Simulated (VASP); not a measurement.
Wanted: the native input for a VASP 6.6.1 run.

* Task: single point
* Functional: PBE
* Dispersion: D3(BJ)
* Potentials or basis: VASP PAW PBE potentials, release 64 (P)
* Cutoff: 520 eV
* k mesh: 14 × 14 × 10
* Occupations: gaussian, width 0.1 eV
* Spin: no spin polarisation
* Dipole correction: no
* Further INCAR settings: ALGO = Normal; EDIFF = 1e-06; NBANDS = 18

The structure of P lies in POSCAR:

```
P
1.0
    1.6705624177     -4.9526787718      0.0000000000
    1.6705624177      4.9526787718      0.0000000000
    0.0000000000      0.0000000000      3.8792953463
P
4
Direct
    0.8892801654      0.1107198346      0.0598774923
    0.6107198346      0.3892801654      0.5598774923
    0.1107198346      0.8892801654      0.9401225077
    0.3892801654      0.6107198346      0.4401225077
```

These files were run (other wordings do the same):

INCAR

```
SYSTEM = P
PREC = Accurate ; ENCUT = 520
EDIFF = 1E-6 ; ISMEAR = 0
SIGMA = 0.1 ; LREAL = .FALSE.
LASPH = .TRUE. ; NELM = 100
ALGO = Normal ; ISIF = 2
LWAVE = .FALSE. ; LCHARG = .TRUE.
GGA = PE ; IVDW = 12
LELF = .TRUE. ; LVHAR = .TRUE.
NBANDS = 18
```

KPOINTS

```
Automatic mesh
0
G
  14 14 10
  0 0 0
```

Potentials or basis: VASP PAW PBE potentials, release 64 (P).

Command:

```console
$ cat potpaw_PBE.64/P/POTCAR > POTCAR
$ mpirun -np 1 vasp_std > vasp.out
```

Results of the run:

| Item | Value |
| --- | --- |
| Pressure | 2.5 GPa |
| Largest force | 0.066 eV/Å |
| Band gap on the k mesh | zero (bands 10 and 11 overlap by 0.57 eV) |
| Dispersion energy per atom | -0.439 eV |

Run time: 3.1 min on 1 thread of Intel(R) Xeon(R) 6975P-C (Granite Rapids), on a shared host, peak memory 0.4 GiB.
